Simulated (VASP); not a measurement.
# HoO3 (P4/mmm) in VASP: notebook, part 2 of 2

VASP 6.6.1. The steps go on from the part before.

**4. Relaxation of cell and atoms, PBE**

Contents of INCAR:

```
SYSTEM = HoO3
PREC = Accurate
ENCUT = 600
EDIFF = 1E-7
ISMEAR = 0
SIGMA = 0.1
LREAL = .False.
LASPH = .True.
NELM = 200
ALGO = Normal
ISIF = 3
LWAVE = .False.
LCHARG = .False.
GGA = PE
IBRION = 2
NSW = 90
EDIFFG = -0.04
GGA_COMPAT = .False.
NELMIN = 4
LMAXMIX = 6
```

Contents of KPOINTS:

```
Automatic mesh
0
Gamma
  6 6 4
  0 0 0
```

Contents of POSCAR:

```
HoO3
1.0
    3.3997321636      0.0000000000      0.0000000000
    0.0000000000      3.3997321636      0.0000000000
    0.0000000000      0.0000000000      4.3600524677
Ho O
1 3
Direct
    0.0000000000      0.0000000000      0.0000000000
    0.5000000000      0.5000000000      0.8298326115
    0.0000000000      0.0000000000      0.5000000000
    0.5000000000      0.5000000000      0.1701673885
```

Potentials or basis: VASP PAW PBE potentials, release 64 (Ho_3, O), 4f in core.

Run with:

```bash
$ cat potpaw_PBE.64/Ho_3/POTCAR potpaw_PBE.64/O/POTCAR > POTCAR
$ mpirun -np 1 vasp_std > vasp.out
```

OUTCAR:

```text
SYSTEM = HoO3
   PREC = Accurate
   ENCUT = 600
   EDIFF = 1E-7
   ISMEAR = 0
   LREAL = .False.
   LASPH = .True.
   NELM = 200
   ISIF = 3
   GGA = PE
   IBRION = 2
   NSW = 90
   EDIFFG = -0.04
   NELMIN = 4

 ion  position               nearest neighbor table
   1  0.000  0.000  0.000-   3 2.18   3 2.18   4 2.52   2 2.52   2 2.52   4 2.52   2 2.52   4 2.52
                             2 2.52   4 2.52
   2  0.500  0.500  0.830-   4 1.48   1 2.52   1 2.52   1 2.52   1 2.52
   3  0.000  0.000  0.500-   1 2.18   1 2.18
   4  0.500  0.500  0.170-   2 1.48   1 2.52   1 2.52   1 2.52   1 2.52

  LATTYP: Found a simple tetragonal cell.
 ALAT       =     3.3997321636
 C/A-ratio  =     1.2824693999

  Lattice vectors:

 A1 = (   3.3997321636,   0.0000000000,   0.0000000000)
 A2 = (   0.0000000000,   3.3997321636,   0.0000000000)
 A3 = (   0.0000000000,   0.0000000000,   4.3600524677)

Analysis of symmetry for initial positions (statically):
=====================================================================
 Subroutine PRICEL returns:
 Original cell was already a primitive cell.

 Routine SETGRP: Setting up the symmetry group for a
 simple tetragonal supercell.

 Subroutine GETGRP returns: Found 16 space group operations
[... 178 lines left out ...]
  -------------------------------------------------------------------------------------
  Total        0.0946090      0.0946090      0.3528020      0.0000000      0.0000000      0.0000000
  in kB        3.0078906      3.0078906     11.2165819      0.0000000      0.0000000      0.0000000
  external PRESSURE =       5.7441210 kB  Pullay stress =       0.0000000 kB
[... 101 lines left out ...]
--------------------------------------- Ionic step        4  -------------------------------------------

 number of electron      26.9999986 magnetization

 Free energy of the ion-electron system (eV)
  ---------------------------------------------------
  ext. energy  EPLUGINS =         0.00000000
  ---------------------------------------------------
  free energy    TOTEN  =       -25.45049897 eV

  energy without entropy =      -25.42444759  energy(sigma->0) =      -25.43747328

 E-fermi :   1.9108     XC(G=0): -10.6400

 val. band max:        1.8958964143   @ k =   0.3333   0.1667   0.2500
 cond. band min:       1.9122780947   @ k =   0.3333   0.3333   0.2500
 fundamental gap:      0.0163816805
 Fermi energy:         1.9107788586

 k-point     1 :       0.0000    0.0000    0.0000
  band No.  band energies     occupation
      1     -20.8257      2.00000
      2     -20.8257      2.00000
      3     -20.5539      2.00000
      4     -20.1497      2.00000
      5     -13.9439      2.00000
      6     -12.9730      2.00000
[... 457 lines left out ...]
      4     -18.6835      2.00000
      5     -13.3892      2.00000
      6     -12.7358      2.00000
[... 9 lines left out ...]
     16       6.7930      0.00000
     17       8.4349      0.00000

 [... further k-points ...]

------------------------ aborting loop because EDIFF is reached ----------------------------------------

  FORCE on cell =-STRESS in cart. coord.  units (eV):
  Direction    XX          YY          ZZ          XY          YZ          ZX
  --------------------------------------------------------------------------------------
  -------------------------------------------------------------------------------------
  Total        0.0113222      0.0113222      0.0501688      0.0000000      0.0000000      0.0000000
  in kB        0.3596843      0.3596843      1.5937681      0.0000000      0.0000000      0.0000000
  external PRESSURE =       0.7710456 kB  Pullay stress =       0.0000000 kB
[... 19 lines left out ...]
  FREE ENERGIE OF THE ION-ELECTRON SYSTEM (eV)
  ---------------------------------------------------
  free  energy   TOTEN  =       -25.4504989651 eV

  energy  without entropy=      -25.4244475917  energy(sigma->0) =      -25.43747328

 reached required accuracy - stopping structural energy minimisation
```

Run time: 61 s. Hardware: 1 thread of Intel Xeon Platinum 8488C (Sapphire Rapids), shared host; peak memory 0.19 GiB.

What came out:

```
Free energy                           : -25.4505 eV
Relaxed volume                        : 12.61 Å³/atom
Relaxed cell                          : a = 3.402 Å, b = 3.402 Å, c = 4.359 Å, α = 90.00°, β = 90.00°, γ = 90.00°
Space group after relaxing (to 0.1 Å) : P4/mmm (No. 123)
Energy gained by relaxing             : 0.6 meV/atom
Ionic steps                           : 4
Pressure after relaxing               : 0.1 GPa
Largest force after relaxing          : 0.003 eV/Å
Band gap on the k mesh                : zero (an odd number of electrons rules out a gap without spin polarisation)
```

Forces on the atoms (eV/Å):
```
Ho   0.000  0.000  0.000
O    0.000  0.000 -0.003
O    0.000  0.000  0.000
O    0.000  0.000  0.003
```

Stress tensor (GPa, compression positive):
```
0.04 0.00 0.00
0.00 0.04 0.00
0.00 0.00 0.16
```

The path:
| step | energy change (eV) | largest force (eV/Å) | pressure (GPa) | volume (Å³) |
| --- | --- | --- | --- | --- |
| 1 | 0.0000 | 0.3412 | 0.57 | 50.39 |
| 2 | 0.0052 | 0.5192 | -1.61 | 50.72 |
| 3 | -0.0022 | 0.0211 | -0.17 | 50.51 |
| 4 | -0.0025 | 0.0030 | 0.08 | 50.43 |

Final structure:
```cif
data_structure
_symmetry_space_group_name_H-M 'P 1'
_symmetry_Int_Tables_number 1
_cell_length_a 3.4016
_cell_length_b 3.4016
_cell_length_c 4.3587
_cell_angle_alpha 90.000
_cell_angle_beta 90.000
_cell_angle_gamma 90.000
_cell_volume 50.43
loop_
_atom_site_label
_atom_site_type_symbol
_atom_site_fract_x
_atom_site_fract_y
_atom_site_fract_z
_atom_site_occupancy
Ho1 Ho 0.00000 0.00000 0.00000 1
O1 O 0.50000 0.50000 0.82817 1
O2 O 0.00000 0.00000 0.50000 1
O3 O 0.50000 0.50000 0.17183 1
```

Caveat: the k points lie up to 0.36 Å⁻¹ apart in the final cell, too coarse for converged energies and pressures of a metal; spin-orbit coupling is left out, which moves the levels of the heavy elements; the 4f electrons are frozen in the core, so they carry no moment and show no levels; an odd number of electrons without spin polarisation forces a metal; a magnetic or distorted state may lie lower; the run has no spin polarisation, though such a crystal can be magnetic. With open d or f shells a metallic result of PBE can be an artefact of self-interaction; +U or a hybrid may open a gap.

**5. Single point, PBE**

Contents of INCAR:

```
SYSTEM = HoO3
PREC = Accurate ; ENCUT = 600
EDIFF = 1E-6 ; ISMEAR = 0
SIGMA = 0.1 ; LREAL = .False.
LASPH = .True. ; NELM = 200
ALGO = Normal ; ISIF = 2
LWAVE = .False. ; LCHARG = .False.
GGA = PE ; NBANDS = 22
GGA_COMPAT = .False. ; LMAXMIX = 6
```

Contents of KPOINTS:

```
Automatic mesh
0
Gamma
  14 14 12
  0 0 0
```

Contents of POSCAR:

```
HoO3
1.0
    3.4127498342      0.0000000000      0.0000000000
    0.0000000000      3.4127498342      0.0000000000
    0.0000000000      0.0000000000      4.3353292539
Ho O
1 3
Direct
    0.0000000000      0.0000000000      0.0000000000
    0.5000000000      0.5000000000      0.8288373617
    0.0000000000      0.0000000000      0.5000000000
    0.5000000000      0.5000000000      0.1711626383
```

Potentials or basis: VASP PAW PBE potentials, release 64 (Ho_3, O), 4f in core.

Run with:

```bash
$ cat potpaw_PBE.64/Ho_3/POTCAR potpaw_PBE.64/O/POTCAR > POTCAR
$ mpirun -np 1 vasp_std > vasp.out
```

OUTCAR:

```text
SYSTEM = HoO3
   PREC = Accurate
   ENCUT = 600
   EDIFF = 1E-6
   ISMEAR = 0
   LREAL = .False.
   LASPH = .True.
   NELM = 200
   ISIF = 2
   GGA = PE

 ion  position               nearest neighbor table
   1  0.000  0.000  0.000-   3 2.17   3 2.17   4 2.52   2 2.52   2 2.52   4 2.52   2 2.52   4 2.52
                             2 2.52   4 2.52
   2  0.500  0.500  0.829-   4 1.48   1 2.52   1 2.52   1 2.52   1 2.52
   3  0.000  0.000  0.500-   1 2.17   1 2.17
   4  0.500  0.500  0.171-   2 1.48   1 2.52   1 2.52   1 2.52   1 2.52

  LATTYP: Found a simple tetragonal cell.
 ALAT       =     3.4127498342
 C/A-ratio  =     1.2703331520

  Lattice vectors:

 A1 = (   3.4127498342,   0.0000000000,   0.0000000000)
 A2 = (   0.0000000000,   3.4127498342,   0.0000000000)
 A3 = (   0.0000000000,   0.0000000000,   4.3353292539)

Analysis of symmetry for initial positions (statically):
=====================================================================
 Subroutine PRICEL returns:
 Original cell was already a primitive cell.

 Routine SETGRP: Setting up the symmetry group for a
 simple tetragonal supercell.

 Subroutine GETGRP returns: Found 16 space group operations
 (whereof 16 operations were pure point group operations)
 out of a pool of 16 trial point group operations.

The static configuration has the point symmetry D_4h.

Analysis of symmetry for dynamics (positions and initial velocities):
=====================================================================
 Subroutine PRICEL returns:
 Original cell was already a primitive cell.

 Routine SETGRP: Setting up the symmetry group for a
 simple tetragonal supercell.

 Subroutine GETGRP returns: Found 16 space group operations
 (whereof 16 operations were pure point group operations)
 out of a pool of 16 trial point group operations.

The dynamic configuration has the point symmetry D_4h.

 Subroutine INISYM returns: Found 16 space group operations
 (whereof 16 operations are pure point group operations),
 and found     1 'primitive' translations

[... 120 lines left out ...]
  Fermi-wavevector in a.u.,A,eV,Ry     =   1.328778  2.511026 24.023139  1.765651
  Thomas-Fermi vector in A             =   2.457990
   LORBIT       =      0    0 simple, 1 ext, 2 COOP (PROOUT), +10 PAW based schemes
   GGA     = PE    functional components
   LHFCALC =     F    Hartree Fock is set to
   AEXX    =    0.0000 exact exchange contribution
   IVDW    =     0    specifies the selected vdW correction
   LEPSILON=     F    determine dielectric tensor
   LRPA    =     F    only Hartree local field effects (RPA)
 non-spin polarized calculation
 Gauss-broadening in eV      SIGMA  =   0.10
  energy-cutoff  :      600.00
  volume of cell :       50.49
 maximum number of plane-waves:      1712
 NGX is ok and might be reduce to    28
   NGX = 13   NGY = 13   NGZ = 17

 number of electron      26.9999984 magnetization

 Free energy of the ion-electron system (eV)
  ---------------------------------------------------
  ext. energy  EPLUGINS =         0.00000000
  ---------------------------------------------------
  free energy    TOTEN  =       -25.45480973 eV

  energy without entropy =      -25.43498878  energy(sigma->0) =      -25.44489925

 E-fermi :   1.9225     XC(G=0): -10.6265

 val. band max:        1.9162733789   @ k =   0.3571   0.3571   0.2500
 cond. band min:       1.9235879069   @ k =   0.1429   0.0714   0.1667
 fundamental gap:      0.0073145280
 Fermi energy:         1.9224684717

 k-point     1 :       0.0000    0.0000    0.0000
  band No.  band energies     occupation
      1     -20.8189      2.00000
      2     -20.8189      2.00000
      3     -20.5307      2.00000
      4     -20.3084      2.00000
      5     -13.9392      2.00000
      6     -12.9125      2.00000
[... 589 lines left out ...]
     21      11.9881      0.00000
     22      15.3376      0.00000

 [... further k-points ...]

------------------------ aborting loop because EDIFF is reached ----------------------------------------

  FORCE on cell =-STRESS in cart. coord.  units (eV):
  Direction    XX          YY          ZZ          XY          YZ          ZX
  --------------------------------------------------------------------------------------
  -------------------------------------------------------------------------------------
  Total       -0.0584496     -0.0584496      0.7583475      0.0000000     -0.0000000      0.0000000
  in kB       -1.8546476     -1.8546476     24.0628940      0.0000000     -0.0000000      0.0000000
  external PRESSURE =       6.7845329 kB  Pullay stress =       0.0000000 kB

 VOLUME and BASIS-vectors are now :
 -----------------------------------------------------------------------------
  energy-cutoff  :      600.00
  volume of cell :       50.49
      direct lattice vectors                 reciprocal lattice vectors
     3.412749834  0.000000000  0.000000000     0.293018841  0.000000000  0.000000000
     0.000000000  3.412749834  0.000000000     0.000000000  0.293018841  0.000000000
     0.000000000  0.000000000  4.335329254     0.000000000  0.000000000  0.230662988

 POSITION                                       TOTAL-FORCE (eV/Angst)
 -----------------------------------------------------------------------------------
      0.00000      0.00000      0.00000         0.000000      0.000000      0.000000
      1.70637      1.70637      3.59328         0.000000      0.000000     -0.252555
      0.00000      0.00000      2.16766         0.000000      0.000000      0.000000
      1.70637      1.70637      0.74205         0.000000      0.000000      0.252555
 -----------------------------------------------------------------------------------
    total drift:                                0.000000      0.000000      0.000000

  FREE ENERGIE OF THE ION-ELECTRON SYSTEM (eV)
  ---------------------------------------------------
  free  energy   TOTEN  =       -25.4548097346 eV

  energy  without entropy=      -25.4349887751  energy(sigma->0) =      -25.44489925
```

stdout:

```text
POSCAR found type information on POSCAR HoO
 POSCAR found :  2 types and       4 ions
 scaLAPACK will be used
 LDA part: xc-table for (Slater+PW92), standard interpolation
 POSCAR, INCAR and KPOINTS ok, starting setup
 FFT: planning ... GRIDC
 FFT: planning ... GRID_SOFT
 FFT: planning ... GRID
 WAVECAR not read
 entering main loop
```

It took 3.6 min on 1 thread of Intel Xeon Platinum 8488C (Sapphire Rapids), shared host; peak memory 0.4 GiB.

Results:

| Item | Value |
| --- | --- |
| Free energy | -25.4548 eV |
| Pressure | 0.7 GPa |
| Largest force | 0.253 eV/Å |
| Band gap on the k mesh | zero (an odd number of electrons rules out a gap without spin polarisation) |

Forces in eV/Å, atoms in the order of the input:
```
Ho   0.000  0.000  0.000
O    0.000  0.000 -0.253
O    0.000  0.000  0.000
O    0.000  0.000  0.253
```

Stress tensor (GPa, compression positive):
```
-0.19  0.00  0.00
 0.00 -0.19  0.00
 0.00  0.00  2.41
```

Caveat: spin-orbit coupling is left out, which moves the levels of the heavy elements; the 4f electrons are frozen in the core, so they carry no moment and show no levels; an odd number of electrons without spin polarisation forces a metal; a magnetic or distorted state may lie lower; the run has no spin polarisation, though such a crystal can be magnetic.

**6. Relaxation of cell and atoms, PBE**

Contents of INCAR:

```
SYSTEM = HoO3
ALGO = Normal ; EDIFF = 1E-7
EDIFFG = -0.01 ; ENCUT = 600
GGA = PE ; GGA_COMPAT = .False.
IBRION = 2 ; ISIF = 3
ISMEAR = 0 ; LASPH = .True.
LCHARG = .False. ; LMAXMIX = 6
LREAL = .False. ; LWAVE = .False.
NELM = 200 ; NELMIN = 4
NSW = 100 ; PREC = Accurate
SIGMA = 0.1
```

Contents of KPOINTS:

```
k-points
0
Gamma
  14 14 12
  0 0 0
```

Contents of POSCAR:

```
HoO3
1.0
    3.4151285046      0.0000000000      0.0000000000
    0.0000000000      3.4151285046      0.0000000000
    0.0000000000      0.0000000000      4.3293413114
Ho O
1 3
Direct
    0.0000000000      0.0000000000      0.0000000000
    0.5000000000      0.5000000000      0.8284636639
    0.0000000000      0.0000000000      0.5000000000
    0.5000000000      0.5000000000      0.1715363361
```

Potentials or basis: VASP PAW PBE potentials, release 64 (Ho_3, O), 4f in core.

Run with:

```bash
$ cat potpaw_PBE.64/Ho_3/POTCAR potpaw_PBE.64/O/POTCAR > POTCAR
$ mpirun -np 1 vasp_std > vasp.out
```

It took 10 min on 1 thread of Intel Xeon Platinum 8488C (Sapphire Rapids), shared host; peak memory 0.39 GiB.

The run converged. Its results:

| Quantity | Value |
| --- | --- |
| Free energy | -25.4578 eV |
| Relaxed volume | 12.63 Å³/atom |
| Relaxed cell | a = 3.403 Å, b = 3.403 Å, c = 4.362 Å, α = 90.00°, β = 90.00°, γ = 90.00° |
| Space group after relaxing (to 0.1 Å) | P4/mmm (No. 123) |
| Energy gained by relaxing | 0.9 meV/atom |
| Ionic steps | 5 |
| Pressure after relaxing | -0.1 GPa |
| Band gap on the k mesh | zero (an odd number of electrons rules out a gap without spin polarisation) |

Forces in eV/Å, atoms in the order of the input:
```
Ho   0.000  0.000  0.000
O    0.000  0.000 -0.002
O    0.000  0.000  0.000
O    0.000  0.000  0.002
```

Step by step:
| step | energy change (eV) | largest force (eV/Å) | pressure (GPa) | volume (Å³) |
| --- | --- | --- | --- | --- |
| 1 | 0.0000 | 0.2093 | 0.72 | 50.49 |
| 2 | 0.0037 | 0.5021 | -1.70 | 50.90 |
| 3 | -0.0024 | 0.0789 | -0.25 | 50.65 |
| 4 | -0.0033 | 0.0289 | -0.15 | 50.57 |
| 5 | -0.0035 | 0.0024 | -0.09 | 50.52 |

Final structure:
```yaml
crystal:
  lattice:
    - [3.40302, 0.00000, 0.00000]
    - [0.00000, 3.40302, 0.00000]
    - [0.00000, 0.00000, 4.36225]
  atoms:
    - { symbol: Ho, position: [0.00000, 0.00000, 0.00000] }
    - { symbol: O, position: [0.50000, 0.50000, 0.82837] }
    - { symbol: O, position: [0.00000, 0.00000, 0.50000] }
    - { symbol: O, position: [0.50000, 0.50000, 0.17163] }
```

Levels at points of the mesh, in eV from the Fermi level:
| k point | band 10 | band 11 | band 12 | band 13 | band 14 | band 15 | band 16 | band 17 |
| --- | --- | --- | --- | --- | --- | --- | --- | --- |
| (0.00, 0.00, 0.00) | -1.31 | -1.31 | -0.31 | -0.10 | -0.10 | 1.11 | 3.64 | 4.62 |
| (0.50, 0.00, 0.00) | -1.62 | -0.92 | -0.65 | -0.12 | 0.07 | 4.57 | 4.77 | 4.81 |
| (0.50, 0.50, 0.00) | -2.31 | -2.31 | -0.68 | -0.68 | -0.17 | 4.62 | 5.74 | 6.77 |
| (0.00, 0.00, 0.50) | -2.64 | -2.15 | -2.15 | 0.35 | 0.35 | 1.21 | 3.14 | 3.79 |
| (0.50, 0.00, 0.50) | -2.82 | -1.62 | -1.59 | -1.08 | -0.61 | 3.52 | 4.87 | 6.52 |
| (0.50, 0.50, 0.50) | -3.61 | -3.61 | -2.80 | 0.33 | 0.33 | 3.35 | 5.78 | 7.86 |

Caveat: spin-orbit coupling is left out, which moves the levels of the heavy elements; the 4f electrons are frozen in the core, so they carry no moment and show no levels; an odd number of electrons without spin polarisation forces a metal; a magnetic or distorted state may lie lower; the run has no spin polarisation, though such a crystal can be magnetic.

**7. Summary**

```tsv
task	cell	k mesh	gap on the mesh (eV)	pressure (GPa)	relaxed volume (Å³/atom)	largest force (eV/Å)
single point	a = 3.415, b = 3.415, c = 4.329 Å, 4 atoms, atomic positions A	6 × 6 × 4	none	0.6	-	0.23
relaxation of cell and atoms	relaxed from a = 2.948, b = 2.948, c = 7.666 Å, 4 atoms, atomic positions B	6 × 6 × 2	none	0.1	12.55	0.01
relaxation of cell and atoms	relaxed from a = 3.400, b = 3.400, c = 4.360 Å, 4 atoms, atomic positions C	6 × 6 × 4	none	0.1	12.61	-
single point	a = 3.413, b = 3.413, c = 4.335 Å, 4 atoms, atomic positions D	14 × 14 × 12	none	0.7	-	0.25
relaxation of cell and atoms	relaxed from a = 3.415, b = 3.415, c = 4.329 Å, 4 atoms, atomic positions A	14 × 14 × 12	none	-0.1	12.63	-
```

Alike in all rows: level PBE; potentials or basis VASP PAW PBE potentials, release 64 (Ho_3, O), 4f in core; no spin polarisation; cutoff (eV) 600; smearing gaussian 0.1 eV.

Caveats: some runs use coarse meshes; spin-orbit coupling is left out, which moves the levels of the heavy elements; the 4f electrons are frozen in the core, so they carry no moment and show no levels; an odd number of electrons without spin polarisation forces a metal; a magnetic or distorted state may lie lower; the run has no spin polarisation, though such a crystal can be magnetic; the volume moved by over 15 % at a fixed basis, so the end points are rough (at least some runs).

Absolute energies hang on the potentials; compare differences alone.

The gap in the log of VASP goes by the Fermi energy; the results here count the filled bands.